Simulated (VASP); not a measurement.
RbBr:

```
Rb Br
1.0
     4.85351    0.00000    0.00000
    -2.42676    4.20326    0.00000
     0.00000    0.00000    8.50202
Rb Br
2 2
Direct
  0.00000 0.00000 0.00000
  0.00000 0.00000 0.50000
  0.33333 0.66667 0.25000
  0.66667 0.33333 0.75000
```

- Program: VASP 6.6.1
- Task: relaxation of cell and atoms
- Functional: PBEsol
- Potentials or basis: VASP PAW PBE potentials, release 64 (Rb_sv, Br)
- Cutoff: 600 eV
- k mesh: 6 × 6 × 4
- Occupations: fermi-dirac, width 0.02 eV
- Spin: no spin polarisation

At the start: pressure -0.8 GPa; volume 43.36 Å³/atom.

Task: How do energy, volume and symmetry change on relaxing?

Result: Over 8 steps the energy falls by 9.0 meV/atom and the volume is 40.25 Å³/atom (-7.2 %); space group P6_3/mmc (No. 194, to 0.1 Å) before and after.

The path:
```
step  energy change (eV)  largest force (eV/Å)  pressure (GPa)  volume (Å³)
   1              0.0000                0.0000           -0.85       173.45
   2             -0.0245                0.0000           -0.51       167.74
   3             -0.0357                0.0000           -0.05       161.48
   4             -0.0358                0.0000            0.00       160.89
   5             -0.0358                0.0000           -0.02       161.14
   6             -0.0359                0.0000           -0.02       161.11
   7             -0.0361                0.0000           -0.02       161.02
   8             -0.0361                0.0000           -0.02       161.00
```

Final structure:
```
CELL_PARAMETERS angstrom
4.72332 0.00000 0.00000
-2.36166 4.09051 0.00000
0.00000 0.00000 8.33276
ATOMIC_POSITIONS crystal
Rb 0.00000 0.00000 0.00000
Rb 0.00000 0.00000 0.50000
Br 0.33333 0.66667 0.25000
Br 0.66667 0.33333 0.75000
```

Caveat: the PAW data sets were made with another functional, which shifts forces and pressure a little.
